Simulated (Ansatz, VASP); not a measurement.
# P: VASP beside Ansatz

File INCAR:

```
SYSTEM = P
  ALGO = Normal
  EDIFF = 1E-7
  ENCUT = 520
  GGA = CA
  ISIF = 2
  ISMEAR = -1
  LASPH = .TRUE.
  LCHARG = .FALSE.
  LREAL = .FALSE.
  LWAVE = .FALSE.
  NBANDS = 18
  NELM = 60
  PREC = Accurate
  SIGMA = 0.05
```

KPOINTS

```
k-points
0
G
  8 8 6
  0 0 0
```

Contents of POSCAR:

```
P
1.0
    1.6800600174     -5.5722225395      0.0000000000
    1.6800600174      5.5722225395      0.0000000000
    0.0000000000      0.0000000000      4.6327491080
P
4
Direct
    0.9041431300      0.0958568700      0.5888151700
    0.0958568700      0.9041431300      0.4111848300
    0.5958568700      0.4041431300      0.0888151700
    0.4041431300      0.5958568700      0.9111848300
```

Contents of input.yaml:

```yaml
crystal:
  lattice:
    - [1.6800600174, -5.5722225395, 0.0]
    - [1.6800600174, 5.5722225395, 0.0]
    - [0.0, 0.0, 4.632749108]
  atoms:
    - { symbol: P, position: [0.90414313, 0.09585687, 0.58881517] }
    - { symbol: P, position: [0.09585687, 0.90414313, 0.41118483] }
    - { symbol: P, position: [0.59585687, 0.40414313, 0.08881517] }
    - { symbol: P, position: [0.40414313, 0.59585687, 0.91118483] }
hamiltonian:
  xc: lda
  pseudopotentials: { kind: paw }
kpoints:
  mp_grid: { grid: [8, 8, 6] }
scf:
  occupations: { method: fermi_dirac, width: 0.05 }
output:
  forces: true
  stress: true
  eigenvalues: true
```

Alike in both runs: task single point; functional LDA; k mesh 8 × 8 × 6; occupations fermi-dirac, width 0.05 eV; no spin polarisation.

|  | VASP | Ansatz |
| --- | --- | --- |
| version | VASP 6.6.1 | Ansatz 0.2.0 |
| potentials or method | VASP PAW LDA potentials, release 64 (P) | Ansatz PAW |
| plane-wave cutoff (eV) | 520 | 420 |
| valence electrons in the cell | 20 | 20 |

VASP gave:

```
gap on the k mesh at the Fermi level (eV)                     : 0.09
least direct gap on the mesh (eV)                             : 0.09
pressure (GPa)                                                : -5.9
traceless stress, the component that is largest in VASP (GPa) : -1.51
rms of the force components (eV/Å)                            : 0.197
```

Task: Which values does Ansatz return?

Result: gap on the k mesh at the Fermi level (eV): 0.08; least direct gap on the mesh (eV): 0.08; pressure (GPa): -5.7; traceless stress, the component that is largest in VASP (GPa): -1.53; rms of the force components (eV/Å): 0.177.

LDA's correlation is that of Perdew and Zunger in VASP and of Perdew and Wang (1992) in Ansatz. Atom by atom the forces differ by 0.022 eV/Å (rms over components).
